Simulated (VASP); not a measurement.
Here is a VASP 6.6.1 calculation.

The input INCAR:

```
SYSTEM = PbSe
  PREC = Accurate
  ENCUT = 520
  EDIFF = 1E-7
  ISMEAR = 0
  SIGMA = 0.05
  LREAL = .False.
  LASPH = .True.
  NELM = 60
  ALGO = Normal
  ISIF = 2
  LWAVE = .False.
  LCHARG = .False.
  GGA = PE
  NBANDS = 28
```

KPOINTS

```
regular mesh
0
Gamma
  6 6 8
  0 0 0
```

File POSCAR:

```
PbSe
1.0
    5.3494553078      0.0000000000      0.0000000000
    0.0000000000      5.3494553078      0.0000000000
    0.0000000000      0.0000000000      4.2212686564
Pb Se
2 2
Direct
    0.5000000000      0.0000000000      0.3182456201
    0.0000000000      0.5000000000      0.6817543799
    0.0000000000      0.0000000000      0.0000000000
    0.5000000000      0.5000000000      0.0189516485
```

Potentials or basis: VASP PAW PBE potentials, release 64 (Pb_d, Se).

The run is started by

```bash
$ cat potpaw_PBE.64/Pb_d/POTCAR potpaw_PBE.64/Se/POTCAR > POTCAR
$ mpirun -np 1 vasp_std > vasp.out
```

What does it give for the largest force?

0.184 eV/Å.

Predict the pressure.

0.0 GPa.

Estimate the band gap on the k mesh.

0.42 eV (least direct gap 0.90 eV).

Forces on the atoms (eV/Å):
```
Pb   0.000  0.000  0.105
Pb   0.000  0.000  0.084
Se   0.000  0.000 -0.005
Se   0.000  0.000 -0.184
```

Caveat: the cell differs from its parent crystal (atom 4 (Se) moved 0.08 Å along z); spin-orbit coupling is left out, which moves the levels of the heavy elements. A k mesh can miss the band edges.
